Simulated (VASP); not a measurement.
Set up this calculation in VASP 6.6.1, as the native input.

- Task: single point
- Functional: PBEsol
- Potentials or basis: VASP PAW PBE potentials, release 64 (Si)
- Cutoff: 520 eV
- k mesh: 1 × 1 × 1
- Occupations: fermi-dirac, width 0.01 eV
- Spin: collinear spin, ferromagnetic start
- Starting moments: [0.01] μB
- Dipole correction: no
- Further INCAR settings: ALGO = Normal; EDIFF = 1e-06; NBANDS = 12; ISYM = 0

The structure of Si lies in POSCAR:

```
Si
1.0
   14.0000000000      0.0000000000      0.0000000000
    0.0000000000     14.4000000000      0.0000000000
    0.0000000000      0.0000000000     14.8000000000
Si
1
Direct
    0.5000000000      0.5000000000      0.5000000000
```

One way to write it, as run:

INCAR

```
SYSTEM = Si
  ALGO = Normal
  EDIFF = 1E-6
  ENCUT = 520
  GGA = PS
  ISIF = 2
  ISMEAR = -1
  ISPIN = 2
  ISYM = 0
  LASPH = .TRUE.
  LCHARG = .FALSE.
  LORBIT = 11
  LREAL = .FALSE.
  LWAVE = .FALSE.
  MAGMOM = 0.01
  NBANDS = 12
  NELM = 150
  PREC = Accurate
  SIGMA = 0.01
```

KPOINTS

```
k-points
0
G
  1 1 1
  0 0 0
```

Potentials or basis: VASP PAW PBE potentials, release 64 (Si).

The run is started by

```sh
$ cat potpaw_PBE.64/Si/POTCAR > POTCAR
$ mpirun -np 1 vasp_gam > vasp.out
```

Results of the run:

```
Pressure                                              : 0.0 GPa
Band gap on the k mesh                                : zero (filled and empty bands touch)
Net moment                                            : 0.00 μB per cell
Valence electrons inside the program's atomic spheres : Si 1.50
```

Caveat: the PAW data sets were made with another functional, which shifts forces and pressure a little.

Run time: 15 min on 1 thread of Intel Xeon 8259CL, on a shared host, peak memory 2.7 GiB.
